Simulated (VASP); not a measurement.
Crystal: EuS.

```xyz
2
Lattice="4.2122 0.0000 0.0000 2.1061 3.6479 0.0000 2.1061 1.2160 3.4393" Properties=species:S:1:pos:R:3 pbc="T T T"
Eu    0.0000    0.0000    0.0000
S     4.2122    2.4319    1.7196
```

Base run:

```yaml
Program: VASP 6.6.1
Functional: PBE
Potentials_or_basis: VASP PAW PBE potentials, release 64 (Eu, S)
Cutoff: 600 eV
k_mesh: 10 × 10 × 10
Occupations: fermi-dirac, width 0.1 eV
Spin: collinear spin, ferromagnetic start
Starting_moments: "[9.1, 0.0] μB"
Hubbard_terms: Eu f U = 4.5 eV
```

Its results: pressure 0.3 GPa; net moment 7.00 μB per cell; site moments Eu +6.70; S -0.07 μB.

Problem. The run is repeated on the same cell with these changes: hubbard terms from Eu f U = 4.5 eV to none. What comes out?

Solution. Pressure -2.8 GPa; net moment 6.95 μB per cell; site moments Eu +6.57; S -0.07 μB.

Caveats: a cell with one magnetic atom can't hold antiferromagnetic order, which such compounds often take.
